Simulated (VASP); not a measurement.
# ZrZn4N (P-6m2) in VASP: a series of runs

ZrZn4N is run at these levels: PBE; tasks: relaxation of cell and atoms, single point.

All numbers are computed with VASP 6.6.1; they aren't measurements. Logs are shortened: lines on timing, memory, paths and dates and some standing lists are left out, and cuts for length are marked.

### 1 The cell of the first run

Symmetry: P-6m2, No. 187, hexagonal system. The conventional cell has a = 4.939 Å, b = 4.939 Å, c = 4.048 Å, α = 90.00°, β = 90.00°, γ = 120.00°. Within 3.8 Å of Zr (site symmetry -6m2) lie 15 Zn at 2.85 to 3.19 Å and 3 N at 2.85 Å. Within 3.3 Å of Zn (site symmetry -6m2) lie 6 Zn at 2.47 Å and 3 Zr at 2.85 Å and 3 N at 2.85 Å. Zn (site symmetry mm2) has 6 Zn at 2.47 Å and 2 N at 2.48 Å and 4 Zr at 3.19 Å within 3.3 Å. N (site symmetry -6m2) has 9 Zn at 2.48 to 2.85 Å and 3 Zr at 2.85 Å within 3.3 Å.

The cell was generated, and may not be a known phase.

### 2 Relaxation of cell and atoms, PBE

File INCAR:

```
SYSTEM = ZrZn4N
PREC = Accurate ; ENCUT = 600
EDIFF = 1E-6 ; ISMEAR = 0
SIGMA = 0.1 ; LREAL = .False.
LASPH = .True. ; NELM = 100
ALGO = Normal ; ISIF = 3
LWAVE = .False. ; LCHARG = .False.
GGA = PE ; IBRION = 2
NSW = 90 ; EDIFFG = -0.04
```

File KPOINTS:

```
Automatic mesh
0
Gamma
  6 6 4
  0 0 0
```

File POSCAR:

```
ZrZn4N
1.0
    4.9385266400      0.0000000000      0.0000000000
   -2.4692633200      4.2768895300      0.0000000000
    0.0000000000      0.0000000000      4.0478714200
Zr Zn N
1 4 1
Direct
    0.0000000000      0.0000000000      0.0000000000
    0.6666666700      0.3333333300      0.0000000000
    0.9995070100      0.4997535000      0.5000000000
    0.5002465000      0.4997535000      0.5000000000
    0.5002465000      0.0004929900      0.5000000000
    0.3333333300      0.6666666700      0.0000000000
```

Potentials or basis: VASP PAW PBE potentials, release 64 (Zr_sv, Zn, N).

On the command line:

```bash
cat potpaw_PBE.64/Zr_sv/POTCAR potpaw_PBE.64/Zn/POTCAR potpaw_PBE.64/N/POTCAR > POTCAR
mpirun -np 1 vasp_std > vasp.out
```

OUTCAR:

```text
SYSTEM = ZrZn4N
   PREC = Accurate
   ENCUT = 600
   EDIFF = 1E-6
   ISMEAR = 0
   LREAL = .False.
   LASPH = .True.
   NELM = 100
   ISIF = 3
   GGA = PE
   IBRION = 2
   NSW = 90
   EDIFFG = -0.04

 ion  position               nearest neighbor table
   1  0.000  0.000  0.000-   2 2.85   2 2.85   2 2.85   5 3.19   5 3.19   3 3.19   3 3.19   4 3.19
                             4 3.19   4 3.19   4 3.19   5 3.19   5 3.19   3 3.19   3 3.19
   2  0.667  0.333  0.000-   4 2.47   4 2.47   3 2.47   3 2.47   5 2.47   5 2.47   1 2.85   1 2.85
                             1 2.85
   3  1.000  0.500  0.500-   4 2.47   5 2.47   4 2.47   5 2.47   2 2.47   2 2.47   1 3.19   1 3.19
                             1 3.19   1 3.19
   4  0.500  0.500  0.500-   3 2.47   5 2.47   3 2.47   5 2.47   2 2.47   2 2.47   1 3.19   1 3.19
                             1 3.19   1 3.19
   5  0.500  0.000  0.500-   3 2.47   4 2.47   4 2.47   3 2.47   2 2.47   2 2.47   1 3.19   1 3.19
                             1 3.19   1 3.19
   6  0.333  0.667  0.000-

  LATTYP: Found a hexagonal cell.
 ALAT       =     4.9385266400
 C/A-ratio  =     0.8196516320

  Lattice vectors:

 A1 = (   4.9385266400,   0.0000000000,   0.0000000000)
 A2 = (  -2.4692633200,   4.2768895300,   0.0000000000)
 A3 = (   0.0000000000,   0.0000000000,   4.0478714200)

Analysis of symmetry for initial positions (statically):
=====================================================================
 Subroutine PRICEL returns:
 Original cell was already a primitive cell.

 Routine SETGRP: Setting up the symmetry group for a
 hexagonal supercell.

 Subroutine GETGRP returns: Found 12 space group operations
 (whereof 12 operations were pure point group operations)
 out of a pool of 24 trial point group operations.

The static configuration has the point symmetry D_3h.

Analysis of symmetry for dynamics (positions and initial velocities):
=====================================================================
 Subroutine PRICEL returns:
 Original cell was already a primitive cell.

 Routine SETGRP: Setting up the symmetry group for a
 hexagonal supercell.

 Subroutine GETGRP returns: Found 12 space group operations
 (whereof 12 operations were pure point group operations)
 out of a pool of 24 trial point group operations.

The dynamic configuration has the point symmetry D_3h.

 Subroutine INISYM returns: Found 12 space group operations
 (whereof 12 operations are pure point group operations),
 and found     1 'primitive' translations

----------------------------------------------------------------------------------------

                                     Primitive cell

  volume of cell :      85.4972

  direct lattice vectors                    reciprocal lattice vectors
     4.938526640  0.000000000  0.000000000     0.202489543  0.116907392  0.000000000
    -2.469263320  4.276889530  0.000000000     0.000000000  0.233814784  0.000000000
     0.000000000  0.000000000  4.047871420     0.000000000  0.000000000  0.247043420

  length of vectors
     4.938526640  4.938526642  4.047871420     0.233814784  0.233814784  0.247043420

  position of ions in fractional coordinates (direct lattice)
     0.000000000  0.000000000  0.000000000
     0.666666670  0.333333330  0.000000000
     0.999507010  0.499753500  0.500000000
     0.500246500  0.499753500  0.500000000
     0.500246500  0.000492990  0.500000000
     0.333333330  0.666666670  0.000000000

  ion indices of the primitive-cell ions
   primitive index   ion index
                 1           1
                 2           2
                 3           3
                 4           4
                 5           5
                 6           6

----------------------------------------------------------------------------------------

 KPOINTS: Automatic mesh

Automatic generation of k-mesh.
 Grid dimensions read from file:
 generate k-points for:    6    6    4

 Generating k-lattice:

  Cartesian coordinates                     Fractional coordinates (reciprocal lattice)
     0.033748257  0.019484565  0.000000000     0.166666667  0.000000000  0.000000000
     0.000000000  0.038969131  0.000000000     0.000000000  0.166666667  0.000000000
     0.000000000  0.000000000  0.061760855     0.000000000  0.000000000  0.250000000

  Length of vectors
     0.038969131  0.038969131  0.061760855

  Shift w.r.t. Gamma in fractional coordinates (k-lattice)
     0.000000000  0.000000000  0.000000000

 Subroutine IBZKPT returns following result:
 ===========================================

 Found     21 irreducible k-points:

 Following reciprocal coordinates:
            Coordinates               Weight
  0.000000  0.000000  0.000000      1.000000
  0.166667  0.000000  0.000000      6.000000
  0.333333  0.000000  0.000000      6.000000
  0.500000  0.000000  0.000000      3.000000
  0.166667  0.166667  0.000000      6.000000
  0.333333  0.166667  0.000000     12.000000
[... 13 lines left out ...]
  0.333333  0.166667  0.500000     12.000000
  0.333333  0.333333  0.500000      2.000000
   k-points           NKPTS =     21   k-points in BZ     NKDIM =     21   number of bands    NBANDS=     39
   number of dos      NEDOS =    301   number of ions     NIONS =      6
   total plane-waves  NPLWV =  51200
   dimension x,y,z NGX =    40 NGY =   40 NGZ =   32
   dimension x,y,z NGXF=    80 NGYF=   80 NGZF=   64
   ions per type =               1   4   1
   NGX,Y,Z   is equivalent  to a cutoff of  13.47, 13.47, 13.14 a.u.
   NGXF,Y,Z  is equivalent  to a cutoff of  26.93, 26.93, 26.28 a.u.
 SYSTEM =  ZrZn4N
   PREC   = accura    normal or accurate (medium, high low for compatibility)
   ISTART =      0    job   : 0-new  1-cont  2-samecut
   ICHARG =      2    charge: 1-file 2-atom 10-const
   ISPIN  =      1    spin polarized calculation?
   LNONCOLLINEAR =      F non collinear calculations
   LSORBIT =      F    spin-orbit coupling
   LASPH  =      T    aspherical Exc in radial PAW
   ENCUT  =  600.0 eV  44.10 Ry    6.64 a.u.   9.86  9.86  8.08*2*pi/ulx,y,z
   NELM   =    100;   NELMIN=  2; NELMDL= -5     # of ELM steps
   EDIFF  = 0.1E-05   stopping-criterion for ELM
   LREAL  =      F    real-space projection
   EDIFFG = -.4E-01   stopping-criterion for IOM
   NSW    =     90    number of steps for IOM
   IBRION =      2    ionic relax: 0-MD 1-quasi-New 2-CG
   NFREE  =      1    steps in history (QN), initial steepest desc. (CG)
   ISIF   =      3    stress and relaxation
   ISYM   =      2    0-nonsym 1-usesym 2-fastsym
   POTIM  = 0.5000    time-step for ionic-motion
   TEBEG  =    0.0;   TEEND  =   0.0 temperature during run
   PSTRESS=    0.0 pullay stress
   NELECT =      65.0000    total number of electrons
   NUPDOWN=      -1.0000    fix difference up-down
   EMIN   =  10.00;   EMAX   =-10.00  energy-range for DOS
   EFERMI =   0.00;   METHOD = LEGACY
   ISMEAR =     0;   SIGMA  =   0.10  broadening in eV -4-tet -1-fermi 0-gaus
   EFERMI_NEDOS =   21; number of points for ismear=-14 and -15
   IALGO  =     38    algorithm
   IMIX   =      4    mixing-type and parameters
     AMIX     =   0.40;   BMIX     =  1.00
     AMIX_MAG =   1.60;   BMIX_MAG =  1.00
  volume/ion in A,a.u.               =      14.25        96.16
  Fermi-wavevector in a.u.,A,eV,Ry     =   1.494154  2.823541 30.374937  2.232495
  Thomas-Fermi vector in A             =   2.606463
   LORBIT       =      0    0 simple, 1 ext, 2 COOP (PROOUT), +10 PAW based schemes
   GGA     = PE    functional components
   LHFCALC =     F    Hartree Fock is set to
   AEXX    =    0.0000 exact exchange contribution
   IVDW    =     0    specifies the selected vdW correction
   LEPSILON=     F    determine dielectric tensor
   LRPA    =     F    only Hartree local field effects (RPA)
 conjugate gradient relaxation of ions
 non-spin polarized calculation
 Gauss-broadening in eV      SIGMA  =   0.10
  energy-cutoff  :      600.00
  volume of cell :       85.50
 maximum number of plane-waves:      2892
 NGX is ok and might be reduce to    40
   NGX = 19   NGY = 19   NGZ = 17

--------------------------------------- Ionic step        1  -------------------------------------------

 number of electron      65.0000000 magnetization

 Free energy of the ion-electron system (eV)
  ---------------------------------------------------
  ext. energy  EPLUGINS =         0.00000000
  ---------------------------------------------------
  free energy    TOTEN  =       -19.21591495 eV

  energy without entropy =      -19.20496809  energy(sigma->0) =      -19.21044152

------------------------ aborting loop because EDIFF is reached ----------------------------------------

  FORCE on cell =-STRESS in cart. coord.  units (eV):
  Direction    XX          YY          ZZ          XY          YZ          ZX
  --------------------------------------------------------------------------------------
  -------------------------------------------------------------------------------------
  Total        2.9681326      2.9681326     -0.2956188      0.0000000      0.0000000     -0.0000000
  in kB       55.6213781     55.6213782     -5.5397537      0.0000000      0.0000000     -0.0000000
  external PRESSURE =      35.2343342 kB  Pullay stress =       0.0000000 kB
[... 101 lines left out ...]
  FREE ENERGIE OF THE ION-ELECTRON SYSTEM (eV)
  ---------------------------------------------------
  free  energy   TOTEN  =       -19.3154904902 eV

  energy  without entropy=      -19.3033138462  energy(sigma->0) =      -19.30940217

[... ionic steps 4 to 8 ...]

--------------------------------------- Ionic step        9  -------------------------------------------

 number of electron      65.0000023 magnetization

------------------------ aborting loop because EDIFF is reached ----------------------------------------

  FORCE on cell =-STRESS in cart. coord.  units (eV):
  Direction    XX          YY          ZZ          XY          YZ          ZX
  --------------------------------------------------------------------------------------
  -------------------------------------------------------------------------------------
  Total        0.0310617      0.0310617      0.3707440      0.0000000     -0.0000000     -0.0000000
  in kB        0.5624759      0.5624759      6.7135536      0.0000000     -0.0000000     -0.0000000
  external PRESSURE =       2.6128351 kB  Pullay stress =       0.0000000 kB
[... 65 lines left out ...]
  energy  without entropy=      -19.3993680263  energy(sigma->0) =      -19.41034922

--------------------------------------- Ionic step       11  -------------------------------------------

 number of electron      65.0000034 magnetization

 Free energy of the ion-electron system (eV)
  ---------------------------------------------------
  ext. energy  EPLUGINS =         0.00000000
  ---------------------------------------------------
  free energy    TOTEN  =       -19.42230394 eV

  energy without entropy =      -19.40020780  energy(sigma->0) =      -19.41125587

 E-fermi :   5.1763     XC(G=0): -11.6415

 val. band max:        5.1751657480   @ k =   0.3333   0.0000   0.0000
 cond. band min:       5.1909803661   @ k =   0.3333   0.1667   0.2500
 fundamental gap:      0.0158146181
 Fermi energy:         5.1762680284

 k-point     1 :       0.0000    0.0000    0.0000
  band No.  band energies     occupation
      1     -44.6462      2.00000
      2     -22.6473      2.00000
      3     -22.6473      2.00000
      4     -22.5186      2.00000
      5      -9.4862      2.00000
      6      -4.1254      2.00000
[... 904 lines left out ...]
  FREE ENERGIE OF THE ION-ELECTRON SYSTEM (eV)
  ---------------------------------------------------
  free  energy   TOTEN  =       -19.4223039429 eV

  energy  without entropy=      -19.4002077961  energy(sigma->0) =      -19.41125587

 reached required accuracy - stopping structural energy minimisation
```

Wall time 7.2 min (1 thread of Intel Xeon Platinum 8488C (Sapphire Rapids), shared host); peak memory 0.27 GiB.

What came out:

```
Free energy                           : -19.4223 eV
Relaxed volume                        : 14.76 Å³/atom
Relaxed cell                          : a = 5.254 Å, b = 5.254 Å, c = 3.705 Å, α = 90.00°, β = 90.00°, γ = 120.00°
Space group after relaxing (to 0.1 Å) : P-6m2 (No. 187)
Energy gained by relaxing             : 34.4 meV/atom
Ionic steps                           : 11
Pressure after relaxing               : 0.1 GPa
Largest force after relaxing          : 0.024 eV/Å
Band gap on the k mesh                : zero (an odd number of electrons rules out a gap without spin polarisation)
```

Forces on the atoms (eV/Å):
```
Zr   0.000  0.000  0.000
Zn   0.000  0.000  0.000
Zn   0.021  0.012  0.000
Zn  -0.021  0.012  0.000
Zn   0.000 -0.024  0.000
N    0.000  0.000  0.000
```

Stress tensor (GPa, compression positive):
```
0.07 0.00 0.00
0.00 0.07 0.00
0.00 0.00 0.17
```

Step by step:
```
step  energy change (eV)  largest force (eV/Å)  pressure (GPa)  volume (Å³)
   1              0.0000                0.6836            3.52        85.50
   2             -0.0996                0.0115           -1.62        89.41
   3             -0.0996                0.0140           -1.64        89.41
   4             -0.1396                0.0448           -0.44        88.43
   5             -0.1641                0.0159            1.24        87.27
   6             -0.1471                0.0134            5.15        84.83
   7             -0.1723                0.0103            2.51        86.46
   8             -0.1951                0.0290            1.55        87.30
   9             -0.2052                0.0779            0.26        88.48
  10             -0.2054                0.0713            0.40        88.33
  11             -0.2064                0.0241            0.11        88.57
```

Final structure:
```
Zr Zn N
1.0
     5.25354    0.00000    0.00000
    -2.62677    4.54970    0.00000
     0.00000    0.00000    3.70541
Zr Zn N
1 4 1
Cartesian
  0.0000 0.0000 0.0000
  2.6268 1.5166 0.0000
  -1.2540 2.3091 1.8527
  1.2540 2.3091 1.8527
  0.0000 4.4812 1.8527
  0.0000 3.0331 0.0000
```

Caveat: the k points lie up to 0.42 Å⁻¹ apart in the final cell, too coarse for converged energies and pressures of a metal.

### 3 Single point, PBE

This run uses another cell than the first one, of 14.86 Å³/atom.

File INCAR:

```
SYSTEM = ZrZn4N
ALGO = Normal ; EDIFF = 1E-6
ENCUT = 520 ; GGA = PE
ISIF = 2 ; ISMEAR = 0
LASPH = .True. ; LCHARG = .True.
LELF = .True. ; LREAL = .False.
LVHAR = .True. ; LWAVE = .False.
NBANDS = 42 ; NELM = 60
PREC = Accurate ; SIGMA = 0.1
```

File KPOINTS:

```
k-points
0
Gamma
  12 12 10
  0 0 0
```

File POSCAR:

```
ZrZn4N
1.0
    5.4582413097      0.0000000000      0.0000000000
   -2.7291206549      4.7269756342      0.0000000000
    0.0000000000      0.0000000000      3.4566080706
Zr Zn N
1 4 1
Direct
    0.0000000000      0.0000000000      0.0000000000
    0.6666666667      0.3333333333      0.0000000000
    0.0242416428      0.5121208214      0.5000000000
    0.4878791786      0.5121208214      0.5000000000
    0.4878791786      0.9757583572      0.5000000000
    0.3333333333      0.6666666667      0.0000000000
```

Potentials or basis: VASP PAW PBE potentials, release 64 (Zr_sv, Zn, N).

On the command line:

```bash
cat potpaw_PBE.64/Zr_sv/POTCAR potpaw_PBE.64/Zn/POTCAR potpaw_PBE.64/N/POTCAR > POTCAR
mpirun -np 1 vasp_std > vasp.out
```

Wall time 4.8 min (1 thread of Intel Xeon Platinum 8488C (Sapphire Rapids), shared host); peak memory 0.48 GiB.

It converged, with:

| Item | Value |
| --- | --- |
| Free energy | -19.4063 eV |
| Pressure | 0.3 GPa |
| Largest force | 0.008 eV/Å |
| Band gap on the k mesh | zero (an odd number of electrons rules out a gap without spin polarisation) |

Forces in eV/Å, atoms in the order of the input:
```
Zr   0.000  0.000  0.000
Zn   0.000  0.000  0.000
Zn  -0.007 -0.004  0.000
Zn   0.007 -0.004  0.000
Zn   0.000  0.008  0.000
N    0.000  0.000  0.000
```

Stress tensor (GPa, compression positive):
```
0.30 0.00 0.00
0.00 0.30 0.00
0.00 0.00 0.44
```

Levels at points of the mesh, in eV from the Fermi level:
| k point | band 29 | band 30 | band 31 | band 32 | band 33 | band 34 | band 35 | band 36 |
| --- | --- | --- | --- | --- | --- | --- | --- | --- |
| (0.00, 0.00, 0.00) | -2.88 | -2.29 | -2.29 | -1.79 | 0.51 | 1.73 | 1.73 | 1.81 |
| (0.50, 0.00, 0.00) | -2.59 | -2.42 | -1.59 | -1.43 | 0.16 | 1.34 | 1.45 | 1.66 |
| (0.00, 0.00, 0.50) | -3.98 | -3.78 | -2.04 | -2.04 | 0.64 | 0.64 | 0.69 | 0.69 |
| (0.50, 0.00, 0.50) | -3.68 | -2.41 | -1.62 | -1.32 | 0.06 | 0.27 | 0.58 | 1.45 |
